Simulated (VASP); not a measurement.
Here is a VASP 6.6.1 calculation.

INCAR

```
SYSTEM = BaTiO3
ALGO = Normal
EDIFF = 1E-6
ENCUT = 1340
GGA = PE
GGA_COMPAT = .False.
ISIF = 2
ISMEAR = 0
LASPH = .True.
LCHARG = .True.
LDAU = .True.
LDAUJ = 0 0 0
LDAUL = -1 2 -1
LDAUPRINT = 1
LDAUTYPE = 2
LDAUU = 0 4 0
LELF = .True.
LMAXMIX = 4
LREAL = .False.
LVHAR = .True.
LWAVE = .False.
NBANDS = 28
NELM = 200
PREC = Accurate
SIGMA = 0.01
```

KPOINTS

```
k-points
0
Gamma
  6 6 6
  0 0 0
```

The input POSCAR:

```
BaTiO3
1.0
    2.8603720851      1.6514365933      2.3460535783
   -2.8603720851      1.6514365933      2.3460535783
    0.0000000000     -3.3028731867      2.3460535783
Ba Ti O
1 1 3
Direct
    0.0026800181      0.0026800181      0.0026800181
    0.5112813660      0.5112813660      0.5112813660
    0.4921763019      0.4921763019      0.9855910257
    0.4921763019      0.9855910257      0.4921763019
    0.9855910257      0.4921763019      0.4921763019
```

Potentials or basis: VASP PAW PBE potentials, release 64 (Ba_sv, Ti_sv, O_h).

The run is started by

```sh
$ cat potpaw_PBE.64/Ba_sv/POTCAR potpaw_PBE.64/Ti_sv/POTCAR potpaw_PBE.64/O_h/POTCAR > POTCAR
$ mpirun -np 1 vasp_std > vasp.out
```

Question: What does it give for the largest force?

Answer: 0.382 eV/Å.

Question: What does it give for the band gap on the k mesh?

Answer: 2.50 eV (least direct gap 2.85 eV).

Question: Predict the pressure.

Answer: 2.5 GPa.

Stress tensor (GPa, compression positive):
```
2.71 0.00 0.00
0.00 2.71 0.00
0.00 0.00 2.14
```

Caveat: the cell differs from its parent crystal (atoms moved along the polar distortion); spin-orbit coupling is left out, which moves the levels of the heavy elements. A k mesh can miss the band edges.
